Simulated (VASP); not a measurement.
Set up this calculation in VASP 6.6.1, as the native input.

| Quantity | Value |
| --- | --- |
| Task | single point |
| Functional | PBE |
| Potentials or basis | VASP PAW PBE potentials, release 64 (B, N) |
| Cutoff | 520 eV |
| k mesh | 6 × 6 × 6 |
| Occupations | gaussian, width 0.05 eV |
| Spin | no spin polarisation |
| Dipole correction | no |
| Further INCAR settings | ALGO = Normal; EDIFF = 1e-06; NBANDS = 16 |

The structure of BN lies in POSCAR:

```
BN
1.0
    0.0000000000     -1.8123937734     -1.8123937734
   -1.8123937734      0.0000000000     -1.8123937734
    1.8123937734      1.8123937734     -3.6247875468
B N
2 2
Direct
    0.0146217285     -0.0045406793      0.0000000000
    0.4853782715      0.5045406793      0.5000000000
    0.3899633699      0.3703532262      0.8750000000
    0.8600366301      0.8796467738      0.3750000000
```

This cell differs from its parent crystal: mode 4 frozen in at +0.000 Å and mode 5 at -0.034 Å (largest displacements).

These files were run (other wordings do the same):

INCAR

```
ALGO = Normal ; EDIFF = 1E-6
ENCUT = 520 ; GGA = PE
ISIF = 2 ; ISMEAR = 0
LASPH = T ; LCHARG = F
LREAL = F ; LWAVE = F
NBANDS = 16 ; NELM = 80
PREC = Accurate ; SIGMA = 0.05
```

KPOINTS

```
k-points
0
Gamma
  6 6 6
```

Potentials or basis: VASP PAW PBE potentials, release 64 (B, N).

Run with:

```sh
$ cat potpaw_PBE.64/B/POTCAR potpaw_PBE.64/N/POTCAR > POTCAR
$ mpirun -np 1 vasp_std > vasp.out
```

Results of the run:

* Pressure: 0.2 GPa
* Largest force: 0.409 eV/Å
* Band gap on the k mesh: 4.43 eV

Caveat: the k points lie up to 0.48 Å⁻¹ apart; the cell differs from its parent crystal (mode 4 frozen in at +0.000 Å and mode 5 at -0.034 Å (largest displacements)).

Run time: 75 s on 1 thread of AMD EPYC 7571 (shared host), peak memory 0.12 GiB.
